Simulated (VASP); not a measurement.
# MnO (Fm-3m) in VASP: notebook

The runs below take MnO through single point, with RPBE+D4+U.

All numbers are computed with VASP 6.6.1; they aren't measurements. Logs are shortened: lines on timing, memory, paths and dates and some standing lists are left out, and cuts for length are marked.

## (1) The cell of the first run

The structure is cubic, space group Fm-3m (No. 225). The conventional cell has a = 4.578 Å, b = 4.578 Å, c = 4.578 Å, α = 90.00°, β = 90.00°, γ = 90.00°. Within 3.0 Å of Mn (site symmetry m-3m) lie 6 O at 2.29 Å. Within 3.0 Å of O (site symmetry m-3m) lie 6 Mn at 2.29 Å.

## (2) Single point, RPBE+D4+U, collinear spin, ferromagnetic start (11.99 Å³/atom)

INCAR

```
  ALGO = Normal
  EDIFF = 1E-6
  ENCUT = 700
  GGA = RP
  GGA_COMPAT = False
  ISIF = 2
  ISMEAR = 0
  ISPIN = 2
  IVDW = 13
  LASPH = True
  LCHARG = False
  LDAU = True
  LDAUJ = 0 0
  LDAUL = 2 -1
  LDAUPRINT = 1
  LDAUTYPE = 2
  LDAUU = 3.9 0
  LMAXMIX = 4
  LORBIT = 11
  LREAL = False
  LWAVE = False
  MAGMOM = 4.79 0.15
  NBANDS = 22
  NELM = 200
  PREC = Accurate
  SIGMA = 0.05
```

KPOINTS

```
k-points
0
Gamma
  10 10 10
```

POSCAR

```
MnO
1.0
    0.0000000000      2.2890782448      2.2890782448
    2.2890782448      0.0000000000      2.2890782448
    2.2890782448      2.2890782448      0.0000000000
Mn O
1 1
Direct
    0.0000000000      0.0000000000      0.0000000000
    0.5000000000      0.5000000000      0.5000000000
```

Potentials or basis: VASP PAW PBE potentials, release 64 (Mn_sv, O).

Started as:

```console
$ cat potpaw_PBE.64/Mn_sv/POTCAR potpaw_PBE.64/O/POTCAR > POTCAR
$ mpirun -np 1 vasp_std > vasp.out
```

OUTCAR:

```text
EDIFF = 1E-6
   ENCUT = 700
   GGA = RP
   ISIF = 2
   ISMEAR = 0
   ISPIN = 2
   IVDW = 13
   LASPH = True
   LORBIT = 11
   LREAL = False
   NELM = 200
   PREC = Accurate

 ion  position               nearest neighbor table
   1  0.000  0.000  0.000-   2 2.29   2 2.29   2 2.29   2 2.29   2 2.29   2 2.29
   2  0.500  0.500  0.500-   1 2.29   1 2.29   1 2.29   1 2.29   1 2.29   1 2.29

  LATTYP: Found a face centered cubic cell.
 ALAT       =     4.5781564896

  Lattice vectors:

 A1 = (   0.0000000000,   2.2890782448,   2.2890782448)
 A2 = (   2.2890782448,   0.0000000000,   2.2890782448)
 A3 = (   2.2890782448,   2.2890782448,   0.0000000000)

Analysis of symmetry for initial positions (statically):
=====================================================================
 Subroutine PRICEL returns:
 Original cell was already a primitive cell.

 Routine SETGRP: Setting up the symmetry group for a
 face centered cubic supercell.

 Subroutine GETGRP returns: Found 48 space group operations
 (whereof 48 operations were pure point group operations)
 out of a pool of 48 trial point group operations.

The static configuration has the point symmetry O_h .

Analysis of symmetry for dynamics (positions and initial velocities):
=====================================================================
 Subroutine PRICEL returns:
 Original cell was already a primitive cell.

 Routine SETGRP: Setting up the symmetry group for a
 face centered cubic supercell.

 Subroutine GETGRP returns: Found 48 space group operations
 (whereof 48 operations were pure point group operations)
 out of a pool of 48 trial point group operations.

The dynamic configuration has the point symmetry O_h .

Analysis of structural, dynamic, and magnetic symmetry:
=====================================================================
 Subroutine PRICEL returns:
 Original cell was already a primitive cell.

 Routine SETGRP: Setting up the symmetry group for a
 face centered cubic supercell.

 Subroutine GETGRP returns: Found 48 space group operations
 (whereof 48 operations were pure point group operations)
 out of a pool of 48 trial point group operations.

The overall configuration has the point symmetry O_h .

 Subroutine INISYM returns: Found 48 space group operations
 (whereof 48 operations are pure point group operations),
 and found     1 'primitive' translations

----------------------------------------------------------------------------------------

                                     Primitive cell

  volume of cell :      23.9890

  direct lattice vectors                    reciprocal lattice vectors
     0.000000000  2.289078245  2.289078245    -0.218428532  0.218428532  0.218428532
     2.289078245  0.000000000  2.289078245     0.218428532 -0.218428532  0.218428532
     2.289078245  2.289078245  0.000000000     0.218428532  0.218428532 -0.218428532

  length of vectors
     3.237245499  3.237245499  3.237245499     0.378329315  0.378329315  0.378329315

  position of ions in fractional coordinates (direct lattice)
     0.000000000  0.000000000  0.000000000
     0.500000000  0.500000000  0.500000000

  ion indices of the primitive-cell ions
   primitive index   ion index
                 1           1
                 2           2

----------------------------------------------------------------------------------------

 KPOINTS: k-points

Automatic generation of k-mesh.
 Grid dimensions read from file:
 generate k-points for:   10   10   10

 Generating k-lattice:
[... 62 lines left out ...]
   EDIFF  = 0.1E-05   stopping-criterion for ELM
   LREAL  =      F    real-space projection
   EDIFFG = 0.1E-04   stopping-criterion for IOM
   NSW    =      0    number of steps for IOM
   IBRION =     -1    ionic relax: 0-MD 1-quasi-New 2-CG
   NFREE  =      0    steps in history (QN), initial steepest desc. (CG)
   ISIF   =      2    stress and relaxation
   ISYM   =      2    0-nonsym 1-usesym 2-fastsym
   POTIM  = 0.5000    time-step for ionic-motion
   TEBEG  =    0.0;   TEEND  =   0.0 temperature during run
   PSTRESS=    0.0 pullay stress
   NELECT =      21.0000    total number of electrons
   NUPDOWN=      -1.0000    fix difference up-down
   EMIN   =  10.00;   EMAX   =-10.00  energy-range for DOS
   EFERMI =   0.00;   METHOD = LEGACY
   ISMEAR =     0;   SIGMA  =   0.05  broadening in eV -4-tet -1-fermi 0-gaus
   EFERMI_NEDOS =   21; number of points for ismear=-14 and -15
   IALGO  =     38    algorithm
   IMIX   =      4    mixing-type and parameters
     AMIX     =   0.40;   BMIX     =  1.00
     AMIX_MAG =   1.60;   BMIX_MAG =  1.00
  volume/ion in A,a.u.               =      11.99        80.94
  Fermi-wavevector in a.u.,A,eV,Ry     =   1.566068  2.959439 33.369228  2.452569
  Thomas-Fermi vector in A             =   2.668451
   LORBIT       =     11    0 simple, 1 ext, 2 COOP (PROOUT), +10 PAW based schemes
 LDA+U is selected, type is set to LDAUTYPE =  2
   angular momentum for each species LDAUL =     2   -1
   U (eV)           for each species LDAUU =   3.9  0.0
   J (eV)           for each species LDAUJ =   0.0  0.0
   GGA     = RP    functional components
   LHFCALC =     F    Hartree Fock is set to
   AEXX    =    0.0000 exact exchange contribution
   IVDW    =    13    specifies the selected vdW correction
   LEPSILON=     F    determine dielectric tensor
   LRPA    =     F    only Hartree local field effects (RPA)
 spin polarized calculation
 Gauss-broadening in eV      SIGMA  =   0.05
  energy-cutoff  :      700.00
  volume of cell :       23.99
 maximum number of plane-waves:      1025
   NGX = 13   NGY = 13   NGZ = 13

atom =   1  type =  1  l = 2

 onsite density matrix

spin component  1

  0.9150 -0.0000 -0.0000 -0.0000 -0.0000
 -0.0000  0.9150  0.0000 -0.0000 -0.0000
 -0.0000  0.0000  0.9423 -0.0000  0.0000
 -0.0000 -0.0000 -0.0000  0.9150  0.0000
 -0.0000 -0.0000  0.0000  0.0000  0.9423

spin component  2

  0.0117 -0.0000 -0.0000  0.0000  0.0000
 -0.0000  0.0117 -0.0000  0.0000  0.0000
 -0.0000 -0.0000  0.0454  0.0000 -0.0000
  0.0000  0.0000  0.0000  0.0117 -0.0000
  0.0000  0.0000 -0.0000 -0.0000  0.0454

 occupancies and eigenvectors

  o =  0.0117  v =  0.0000  0.0000  0.0000  0.0000  0.0000  0.9997  0.0011  0.0000 -0.0227 -0.0000      0.0000  0.0000  0.0000  0.0000  0.0000  0.0000  0.0000  0.0000  0.0000  0.0000
  o =  0.0117  v =  0.0000  0.0000  0.0000  0.0000  0.0000  0.0227 -0.0023  0.0000  0.9997  0.0000      0.0000  0.0000  0.0000  0.0000  0.0000  0.0000  0.0000  0.0000  0.0000  0.0000
  o =  0.0117  v =  0.0000  0.0000  0.0000  0.0000  0.0000 -0.0010  1.0000  0.0000  0.0023 -0.0000      0.0000  0.0000  0.0000  0.0000  0.0000  0.0000  0.0000  0.0000  0.0000  0.0000
  o =  0.0454  v =  0.0000  0.0000  0.0000  0.0000  0.0000 -0.0000 -0.0000  0.9998 -0.0000  0.0189      0.0000  0.0000  0.0000  0.0000  0.0000  0.0000  0.0000  0.0000  0.0000  0.0000
  o =  0.0454  v =  0.0000  0.0000  0.0000  0.0000  0.0000  0.0000  0.0000 -0.0189 -0.0000  0.9998      0.0000  0.0000  0.0000  0.0000  0.0000  0.0000  0.0000  0.0000  0.0000  0.0000
  o =  0.9150  v =  1.0000  0.0000  0.0000  0.0000  0.0000  0.0000  0.0000  0.0000  0.0000  0.0000      0.0000  0.0000  0.0000  0.0000  0.0000  0.0000  0.0000  0.0000  0.0000  0.0000
  o =  0.9150  v =  0.0000 -0.9998  0.0000  0.0200  0.0000  0.0000  0.0000  0.0000  0.0000  0.0000      0.0000  0.0000  0.0000  0.0000  0.0000  0.0000  0.0000  0.0000  0.0000  0.0000
  o =  0.9150  v =  0.0000 -0.0200 -0.0000 -0.9998  0.0000  0.0000  0.0000  0.0000  0.0000  0.0000      0.0000  0.0000  0.0000  0.0000  0.0000  0.0000  0.0000  0.0000  0.0000  0.0000
  o =  0.9423  v =  0.0000 -0.0000  0.0171 -0.0000 -0.9999  0.0000  0.0000  0.0000  0.0000  0.0000      0.0000  0.0000  0.0000  0.0000  0.0000  0.0000  0.0000  0.0000  0.0000  0.0000
  o =  0.9423  v =  0.0000 -0.0000 -0.9999  0.0000 -0.0171  0.0000  0.0000  0.0000  0.0000  0.0000      0.0000  0.0000  0.0000  0.0000  0.0000  0.0000  0.0000  0.0000  0.0000  0.0000

 number of electron      20.9999993 magnetization       4.9999985

 Free energy of the ion-electron system (eV)
  ---------------------------------------------------
  ext. energy  EPLUGINS =         0.00000000
  ---------------------------------------------------
  free energy    TOTEN  =       -14.71434236 eV

  energy without entropy =      -14.71430185  energy(sigma->0) =      -14.71432211

 E-fermi :   7.5080     XC(G=0): -11.1358

 val. band max:        7.4430168668   @ k =   0.5000   0.0000   0.0000
 cond. band min:       7.5238844111   @ k =   0.0000   0.0000   0.0000
 fundamental gap:      0.0808675444
 Fermi energy:         7.5080487026

 spin component 1

 k-point     1 :       0.0000    0.0000    0.0000
  band No.  band energies     occupation
      1     -73.6069      1.00000
      2     -42.2914      1.00000
      3     -42.2914      1.00000
      4     -42.2914      1.00000
      5     -11.1485      1.00000
      6       3.6292      1.00000
[... 1193 lines left out ...]
     21      34.7517      0.00000
     22      35.5819      0.00000

 [... further k-points ...]

------------------------ aborting loop because EDIFF is reached ----------------------------------------

  DFT-D4 for vdW energy calculation

  Edisp (eV):   -1.26380

  FORCE on cell =-STRESS in cart. coord.  units (eV):
  Direction    XX          YY          ZZ          XY          YZ          ZX
  --------------------------------------------------------------------------------------
  -------------------------------------------------------------------------------------
  Total      -1.13487    -1.13487    -1.13487     0.00000     0.00000     0.00000
  in kB     -75.79602   -75.79602   -75.79602     0.00000     0.00000     0.00000
  external pressure =      -75.80 kB  Pullay stress =        0.00 kB

 VOLUME and BASIS-vectors are now :
 -----------------------------------------------------------------------------
  energy-cutoff  :      700.00
  volume of cell :       23.99
      direct lattice vectors                 reciprocal lattice vectors
     0.000000000  2.289078245  2.289078245    -0.218428532  0.218428532  0.218428532
     2.289078245  0.000000000  2.289078245     0.218428532 -0.218428532  0.218428532
     2.289078245  2.289078245  0.000000000     0.218428532  0.218428532 -0.218428532

 POSITION                                       TOTAL-FORCE (eV/Angst)
 -----------------------------------------------------------------------------------
      0.00000      0.00000      0.00000         0.000000     -0.000000     -0.000000
      2.28908      2.28908      2.28908        -0.000000      0.000000      0.000000
 -----------------------------------------------------------------------------------
    total drift:                                0.000000      0.000000      0.000000

  FREE ENERGIE OF THE ION-ELECTRON SYSTEM (eV)
  ---------------------------------------------------
  free  energy   TOTEN  =       -15.9781433142 eV

  energy  without entropy=      -15.9781028058  energy(sigma->0) =      -15.97812306

 total charge

# of ion       s       p       d       tot
------------------------------------------
    1        2.106   6.010   4.733  12.849
    2        1.555   3.427   0.000   4.982
--------------------------------------------------
tot          3.662   9.436   4.733  17.831

 magnetization (x)

# of ion       s       p       d       tot
------------------------------------------
    1        0.024   0.014   4.486   4.524
    2        0.022   0.116   0.000   0.137
--------------------------------------------------
tot          0.046   0.129   4.486   4.661
```

It took 49 s on 1 thread of AMD EPYC 9R45 (Zen 5), shared host; peak memory 0.18 GiB.

Results:

| Item | Value |
| --- | --- |
| Free energy | -15.9781 eV |
| Pressure | -7.6 GPa |
| Band gap on the k mesh | 0.08 eV (least direct gap 2.12 eV) |
| Net moment | 5.00 μB per cell |
| Site moments | Mn +4.52; O +0.14 μB |
| Valence electrons inside the program's atomic spheres | Mn 12.85; O 4.98 |
| Dispersion energy per atom | -0.632 eV |

Levels at points of the mesh, in eV from the valence-band top:
Spin up:
| k point | band 11 | band 12 | band 13 | band 14 | band 15 | band 16 |
| --- | --- | --- | --- | --- | --- | --- |
| (0.00, 0.00, 0.00) | -2.30 | -2.30 | -2.30 | 0.08 | 14.62 | 16.00 |
| (0.50, 0.00, 0.00) | -2.40 | 0.00 | 0.00 | 4.22 | 8.00 | 12.18 |
| (0.50, 0.50, 0.00) | -2.97 | -2.97 | -2.92 | 5.31 | 8.40 | 10.31 |
Spin down:
| k point | band 4 | band 5 | band 6 | band 7 | band 8 | band 9 | band 10 | band 11 | band 12 | band 13 |
| --- | --- | --- | --- | --- | --- | --- | --- | --- | --- | --- |
| (0.00, 0.00, 0.00) | -44.70 | -18.28 | -2.04 | -2.04 | -2.04 | 1.48 | 3.50 | 3.50 | 3.50 | 4.07 |
| (0.50, 0.00, 0.00) | -44.70 | -17.51 | -5.65 | -3.11 | -3.11 | 4.43 | 4.74 | 4.74 | 5.30 | 5.93 |
| (0.50, 0.50, 0.00) | -44.72 | -17.48 | -4.89 | -2.95 | -2.95 | 1.77 | 4.56 | 4.66 | 5.22 | 5.22 |

Eigenvalues of the final occupation matrices:
| site | spin | trace | eigenvalues |
| --- | --- | --- | --- |
| site 1 d | 1 | 4.63 | 0.92 0.92 0.92 0.94 0.94 |
| site 1 d | 2 | 0.13 | 0.01 0.01 0.01 0.05 0.05 |

Caveat: the cell stands under tension; semilocal functionals underestimate gaps, and a narrow one can read as zero; the PAW data sets were made with another functional, which shifts forces and pressure a little; a cell with one magnetic atom can't hold antiferromagnetic order, which such compounds often take.

## (3) Single point, RPBE+D4+U, collinear spin, ferromagnetic start

This run uses another cell than the first one, of 10.97 Å³/atom.

INCAR

```
SYSTEM = MnO
PREC = Accurate
ENCUT = 700
EDIFF = 1E-6
ISMEAR = 0
SIGMA = 0.05
LREAL = .False.
LASPH = .True.
NELM = 200
ALGO = Normal
ISIF = 2
LWAVE = .False.
LCHARG = .True.
ISPIN = 2
MAGMOM = 4.7 0
LORBIT = 11
LMAXMIX = 4
LDAU = .True.
LDAUTYPE = 2
LDAUL = 2 -1
LDAUU = 3.9 0
LDAUJ = 0 0
LDAUPRINT = 1
GGA = RP
IVDW = 13
LELF = .True.
LVHAR = .True.
NBANDS = 22
GGA_COMPAT = .False.
```

KPOINTS

```
regular mesh
0
Gamma
  10 10 10
  0 0 0
```

POSCAR

```
MnO
1.0
    0.0000000000      2.2220003343      2.2220003343
    2.2220003343      0.0000000000      2.2220003343
    2.2220003343      2.2220003343      0.0000000000
Mn O
1 1
Direct
    0.0000000000      0.0000000000      0.0000000000
    0.5000000000      0.5000000000      0.5000000000
```

Potentials or basis: VASP PAW PBE potentials, release 64 (Mn_sv, O).

Started as:

```console
$ cat potpaw_PBE.64/Mn_sv/POTCAR potpaw_PBE.64/O/POTCAR > POTCAR
$ mpirun -np 1 vasp_std > vasp.out
```

Wall time 47 s (1 thread of Intel Xeon Platinum 8488C (Sapphire Rapids), shared host); peak memory 0.2 GiB.

The run converged. Its results:

```
Free energy                                           : -15.9962 eV
Pressure                                              : 4.8 GPa
Band gap on the k mesh                                : 0.23 eV (least direct gap 2.77 eV)
Net moment                                            : 5.00 μB per cell
Site moments                                          : Mn +4.51; O +0.16 μB
Valence electrons inside the program's atomic spheres : Mn 12.89; O 5.03
Dispersion energy per atom                            : -0.671 eV
```

Levels at points of the mesh, in eV from the valence-band top:
Spin up:
```csv
k point,band 10,band 11,band 12,band 13,band 14,band 15,band 16,band 17
"(0.00, 0.00, 0.00)",-3.72,-2.85,-2.85,-2.85,0.23,14.64,16.44,16.44
"(0.50, 0.00, 0.00)",-3.27,-2.49,0.00,0.00,4.18,8.53,12.57,12.57
"(0.50, 0.50, 0.00)",-3.34,-3.03,-3.03,-2.92,5.72,8.67,10.50,14.45
```
Spin down:
```tsv
k point	band 6	band 7	band 8	band 9	band 10	band 11
(0.00, 0.00, 0.00)	-2.54	-2.54	-2.54	1.67	3.19	3.19
(0.50, 0.00, 0.00)	-6.49	-3.78	-3.78	4.31	4.62	4.62
(0.50, 0.50, 0.00)	-5.65	-3.53	-3.53	1.24	4.52	4.58
```

Eigenvalues of the final occupation matrices:
```csv
site,spin,trace,eigenvalues
site 1 d,1,4.64,0.91 0.91 0.91 0.95 0.95
site 1 d,2,0.14,0.01 0.01 0.01 0.05 0.05
```

Caveat: the cell stands under pressure; semilocal functionals underestimate gaps, and a narrow one can read as zero; the PAW data sets were made with another functional, which shifts forces and pressure a little; a cell with one magnetic atom can't hold antiferromagnetic order, which such compounds often take.
